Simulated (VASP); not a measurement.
# LiF (P6_3mc) in VASP: notebook, part 2 of 2

VASP 6.6.1. Earlier steps stand in the parts before.

**4. Single point, LDA (c/a of the conventional cell at fixed volume 1.6114)**

INCAR reads:

```
PREC     = Accurate       # precision mode
ENCUT    = 520            # plane-wave cutoff, eV
EDIFF    = 1E-6           # SCF threshold, eV
ISMEAR   = 0              # smearing method
SIGMA    = 0.05           # smearing width, eV
LREAL    = F              # projectors in reciprocal space
LASPH    = T              # aspherical terms in the spheres
NELM     = 100            # most SCF steps
ALGO     = Normal         # electronic algorithm
ISIF     = 2              # what is computed and relaxed
LWAVE    = F              # write WAVECAR
LCHARG   = F              # write CHGCAR
GGA      = CA             # functional
NBANDS   = 18             # bands
```

KPOINTS reads:

```
Automatic mesh
0
Gamma
  9 9 6
```

POSCAR reads:

```
LiF
1.0
    2.9830981508      0.0000000000      0.0000000000
   -1.4915490754      2.5834387805      0.0000000000
    0.0000000000      0.0000000000      4.8069643601
Li F
2 2
Direct
    0.3333333333      0.6666666667      0.4214111656
    0.6666666667      0.3333333333      0.9214111656
    0.3333333333      0.6666666667      0.9910195924
    0.6666666667      0.3333333333      0.4910195924
```

The run is started by

```bash
> cat potpaw_LDA.64/Li_sv/POTCAR potpaw_LDA.64/F/POTCAR > POTCAR
> mpirun -np 1 vasp_std > vasp.out
```

It took 26 s on 1 thread of Intel Xeon Platinum 8488C (Sapphire Rapids), shared host; peak memory 0.14 GiB.

The run converged. Its results:

```
Free energy            : -20.6717 eV
Largest force          : 0.403 eV/Å
Band gap on the k mesh : 7.69 eV, direct
```

Forces on the atoms (eV/Å):
```
Li   0.000  0.000 -0.403
Li   0.000  0.000 -0.403
F    0.000  0.000  0.403
F    0.000  0.000  0.403
```

Levels at points of the mesh, in eV from the valence-band top:
```csv
k point,band 7,band 8,band 9,band 10,band 11,band 12,band 13,band 14
"(0.00, 0.00, 0.00)",-0.73,-0.42,-0.42,0.00,7.69,11.92,15.49,18.65
"(0.00, 0.00, 0.50)",-0.58,-0.58,-0.58,-0.58,9.51,9.51,17.38,17.38
```

Caveat: the cutoff is under 1.25 times the usual one of these potentials, so pressure, stress and relaxed cells hold a basis-set (Pulay) error.

**5. Single point, LDA (c/a of the conventional cell at fixed volume 1.6606)**

Changes to INCAR since step 4:

```diff
@@ -7,3 +7,3 @@
 LASPH    = T              # aspherical terms in the spheres
-NELM     = 100            # most SCF steps
+NELM     = 60             # most SCF steps
 ALGO     = Normal         # electronic algorithm
```

KPOINTS is that of step 4.

POSCAR reads:

```
LiF
1.0
    2.9533413869      0.0000000000      0.0000000000
   -1.4766706934      2.5576686671      0.0000000000
    0.0000000000      0.0000000000      4.9043187070
Li F
2 2
Direct
    0.3333333333      0.6666666667      0.3839784076
    0.6666666667      0.3333333333      0.8839784076
    0.3333333333      0.6666666667      0.9910195924
    0.6666666667      0.3333333333      0.4910195924
```

Potentials or basis: VASP PAW LDA potentials, release 64 (Li_sv, F).

The run is started by

```bash
> cat potpaw_LDA.64/Li_sv/POTCAR potpaw_LDA.64/F/POTCAR > POTCAR
> mpirun -np 1 vasp_std > vasp.out
```

OUTCAR:

```text
PREC = Accurate
   ENCUT = 520
   EDIFF = 1E-6
   ISMEAR = 0
   LREAL = F
   LASPH = T
   NELM = 60
   ISIF = 2
   GGA = CA

 ion  position               nearest neighbor table
   1  0.333  0.667  0.384-   4 1.78   4 1.78   4 1.78   3 1.93
   2  0.667  0.333  0.884-   3 1.78   3 1.78   3 1.78   4 1.93
   3  0.333  0.667  0.991-   2 1.78   2 1.78   2 1.78   1 1.93
   4  0.667  0.333  0.491-   1 1.78   1 1.78   1 1.78   2 1.93

  LATTYP: Found a hexagonal cell.
 ALAT       =     2.9533413869
 C/A-ratio  =     1.6606000000

  Lattice vectors:

 A1 = (   2.9533413869,   0.0000000000,   0.0000000000)
 A2 = (  -1.4766706934,   2.5576686671,   0.0000000000)
 A3 = (   0.0000000000,   0.0000000000,   4.9043187070)

Analysis of symmetry for initial positions (statically):
=====================================================================
 Subroutine PRICEL returns:
 Original cell was already a primitive cell.

 Routine SETGRP: Setting up the symmetry group for a
 hexagonal supercell.

 Subroutine GETGRP returns: Found 12 space group operations
 (whereof  6 operations were pure point group operations)
 out of a pool of 24 trial point group operations.

The static configuration has the point symmetry C_3v.
 The point group associated with its full space group is C_6v.

Analysis of symmetry for dynamics (positions and initial velocities):
=====================================================================
 Subroutine PRICEL returns:
 Original cell was already a primitive cell.

 Routine SETGRP: Setting up the symmetry group for a
 hexagonal supercell.

 Subroutine GETGRP returns: Found 12 space group operations
 (whereof  6 operations were pure point group operations)
 out of a pool of 24 trial point group operations.
[... 122 lines left out ...]
   EFERMI_NEDOS =   21; number of points for ismear=-14 and -15
   IALGO  =     38    algorithm
   IMIX   =      4    mixing-type and parameters
     AMIX     =   0.40;   BMIX     =  1.00
     AMIX_MAG =   1.60;   BMIX_MAG =  1.00
  volume/ion in A,a.u.               =       9.26        62.50
  Fermi-wavevector in a.u.,A,eV,Ry     =   1.333028  2.519058 24.177060  1.776964
  Thomas-Fermi vector in A             =   2.461918
   LORBIT       =      0    0 simple, 1 ext, 2 COOP (PROOUT), +10 PAW based schemes
   GGA     = CA    functional components
   LHFCALC =     F    Hartree Fock is set to
   AEXX    =    0.0000 exact exchange contribution
   IVDW    =     0    specifies the selected vdW correction
   LEPSILON=     F    determine dielectric tensor
   LRPA    =     F    only Hartree local field effects (RPA)
 non-spin polarized calculation
 Gauss-broadening in eV      SIGMA  =   0.05
  energy-cutoff  :      520.00
  volume of cell :       37.05
 maximum number of plane-waves:      1020
 NGX is ok and might be reduce to    24
   NGX = 11   NGY = 11   NGZ = 19

 number of electron      20.0000013 magnetization

 Free energy of the ion-electron system (eV)
  ---------------------------------------------------
  ext. energy  EPLUGINS =         0.00000000
  ---------------------------------------------------
  free energy    TOTEN  =       -20.76364569 eV

  energy without entropy =      -20.76364569  energy(sigma->0) =      -20.76364569

 E-fermi :  -2.1713     XC(G=0):  -9.8646

 val. band max:       -2.4821224740   @ k =   0.0000   0.0000   0.0000
 cond. band min:       5.4169408391   @ k =   0.0000   0.0000   0.0000
 fundamental gap:      7.8990633131
 Fermi energy:        -2.1712761361

 k-point     1 :       0.0000    0.0000    0.0000
  band No.  band energies     occupation
      1     -41.5597      2.00000
      2     -41.5068      2.00000
      3     -21.5633      2.00000
      4     -21.3195      2.00000
      5      -4.9058      2.00000
      6      -2.8731      2.00000
[... 481 lines left out ...]
      5      -4.7364      2.00000
      6      -3.8497      2.00000
[... 10 lines left out ...]
     17      16.2362      0.00000
     18      19.4440      0.00000

 [... further k-points ...]

------------------------ aborting loop because EDIFF is reached ----------------------------------------

  FORCE on cell =-STRESS in cart. coord.  units (eV):
  Direction    XX          YY          ZZ          XY          YZ          ZX
  --------------------------------------------------------------------------------------
  -------------------------------------------------------------------------------------
  Total        0.7344192      0.7344192     -1.0337267      0.0000000      0.0000000      0.0000000
  in kB       31.7627416     31.7627416    -44.7074297      0.0000000      0.0000000      0.0000000
  external PRESSURE =       6.2726845 kB  Pullay stress =       0.0000000 kB

 VOLUME and BASIS-vectors are now :
 -----------------------------------------------------------------------------
  energy-cutoff  :      520.00
  volume of cell :       37.05
      direct lattice vectors                 reciprocal lattice vectors
     2.953341387  0.000000000  0.000000000     0.338599528  0.195490529  0.000000000
    -1.476670693  2.557668667  0.000000000     0.000000000  0.390981057  0.000000000
     0.000000000  0.000000000  4.904318707     0.000000000  0.000000000  0.203901920

 POSITION                                       TOTAL-FORCE (eV/Angst)
 -----------------------------------------------------------------------------------
     -0.00000      1.70511      1.88315         0.000000     -0.000000     -0.287262
      1.47667      0.85256      4.33531        -0.000000      0.000000     -0.287262
     -0.00000      1.70511      4.86028         0.000000     -0.000000      0.287262
      1.47667      0.85256      2.40812        -0.000000      0.000000      0.287262
 -----------------------------------------------------------------------------------
    total drift:                               -0.000000     -0.000000      0.000321

  FREE ENERGIE OF THE ION-ELECTRON SYSTEM (eV)
  ---------------------------------------------------
  free  energy   TOTEN  =       -20.7636456900 eV

  energy  without entropy=      -20.7636456900  energy(sigma->0) =      -20.76364569
```

Wall time 17 s (1 thread of Intel Xeon Platinum 8488C (Sapphire Rapids), shared host); peak memory 0.14 GiB.

What came out:

| Item | Value |
| --- | --- |
| Free energy | -20.7636 eV |
| Largest force | 0.287 eV/Å |
| Band gap on the k mesh | 7.90 eV, direct |

Forces on the atoms (eV/Å):
```
Li   0.000  0.000 -0.287
Li   0.000  0.000 -0.287
F    0.000  0.000  0.287
F    0.000  0.000  0.287
```

Caveat: the cutoff is under 1.25 times the usual one of these potentials, so pressure, stress and relaxed cells hold a basis-set (Pulay) error.

**6. Overview**

```csv
cell,gap on the mesh (eV),largest force (eV/Å)
"a = 2.998, b = 2.998, c = 4.758 Å, angles 90.0, 90.0, 120.0°, 4 atoms",7.80,0.24
"a = 3.063, b = 3.063, c = 4.559 Å, angles 90.0, 90.0, 120.0°, 4 atoms",7.88,2.06
"a = 2.983, b = 2.983, c = 4.807 Å, angles 90.0, 90.0, 120.0°, 4 atoms",7.69,0.40
"a = 2.953, b = 2.953, c = 4.904 Å, angles 90.0, 90.0, 120.0°, 4 atoms",7.90,0.29
```

Alike in all rows: task single point; level LDA; potentials or basis VASP PAW LDA potentials, release 64 (Li_sv, F); no spin polarisation; k mesh 9 × 9 × 6; cutoff (eV) 520; smearing gaussian 0.05 eV.

Caveats: the cutoff is under 1.25 times the usual one of these potentials, so pressure, stress and relaxed cells hold a basis-set (Pulay) error; forces of over 1 eV/Å act on the atoms, so gaps and moduli don't describe the material at rest (some runs).

Absolute energies hang on the potentials; compare differences alone.
